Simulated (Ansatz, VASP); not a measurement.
# BN: VASP beside Ansatz

```
B N
1.0
     2.56597    0.00000    0.00000
    -1.28298    2.22219    0.00000
     0.00000    0.00000    4.30352
B N
2 2
Direct
  0.33333 0.66667 0.99948
  0.66667 0.33333 0.49948
  0.33333 0.66667 0.37452
  0.66667 0.33333 0.87452
```

Change from the starting cell: strained cell.

Alike in both runs: functional PBEsol; k mesh 9 × 9 × 6; occupations gaussian, width 0.02 eV; no spin polarisation.

Ansatz relaxed the structure, and its values are those at the end. VASP's run is a single point on that final structure, the one shown.

|  | VASP | Ansatz |
| --- | --- | --- |
| version | VASP 6.6.1 | Ansatz 0.2.0 |
| potentials or method | VASP PAW PBE potentials, release 64 (B, N), cutoff 520 eV | scalar-relativistic, plane waves, PAW |
| valence electrons in the cell | 16 | 16 |

Ansatz gave:

```
gap on the k mesh at the Fermi level (eV) : 5.01
least direct gap on the mesh (eV)         : 7.85
pressure (GPa)                            : -15.4
rms of the force components (eV/Å)        : 0.000
```

Q: Estimate VASP's values.

A: gap on the k mesh at the Fermi level (eV): 5.00; least direct gap on the mesh (eV): 7.85; pressure (GPa): -14.8; rms of the force components (eV/Å): 0.005.

VASP's potentials were made for PBE, not for PBEsol, and Ansatz warns of the same on its side. Ansatz's warnings: stress scf threshold loose.
